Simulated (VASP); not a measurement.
Set up this calculation in VASP 6.6.1, as the native input.

```yaml
Task: single point
Functional: PBEsol
Potentials_or_basis: VASP PAW PBE potentials, release 64 (Ti_sv, N)
Cutoff: 520 eV
k_mesh: 18 × 18 × 18
Occupations: gaussian, width 0.1 eV
Spin: no spin polarisation
Dipole_correction: no
Further_INCAR_settings: ALGO = Normal; EDIFF = 1e-06; NBANDS = 16
```

The structure of TiN lies in POSCAR:

```
TiN
1.0
    0.0000000000      2.1092702632      2.1092702632
    2.1092702632      0.0000000000      2.1092702632
    2.1092702632      2.1092702632      0.0000000000
Ti N
1 1
Direct
    0.0000000000      0.0000000000      0.0000000000
    0.5000000000      0.5000000000      0.5000000000
```

One way to write it, as run:

INCAR

```
ALGO = Normal
EDIFF = 1E-6
ENCUT = 520
GGA = PS
ISIF = 2
ISMEAR = 0
LASPH = True
LCHARG = False
LREAL = False
LWAVE = False
NBANDS = 16
NELM = 80
PREC = Accurate
SIGMA = 0.1
```

KPOINTS

```
k-points
0
Gamma
  18 18 18
```

Potentials or basis: VASP PAW PBE potentials, release 64 (Ti_sv, N).

The run is started by

```bash
$ cat potpaw_PBE.64/Ti_sv/POTCAR potpaw_PBE.64/N/POTCAR > POTCAR
$ mpirun -np 1 vasp_std > vasp.out
```

It gave:

| Property | Result |
| --- | --- |
| Pressure | -2.6 GPa |

Caveat: the PAW data sets were made with another functional, which shifts forces and pressure a little.

Wall time 26 s on 1 thread of Intel(R) Xeon(R) 6975P-C (Granite Rapids), with other jobs on the host, peak memory 0.17 GiB.
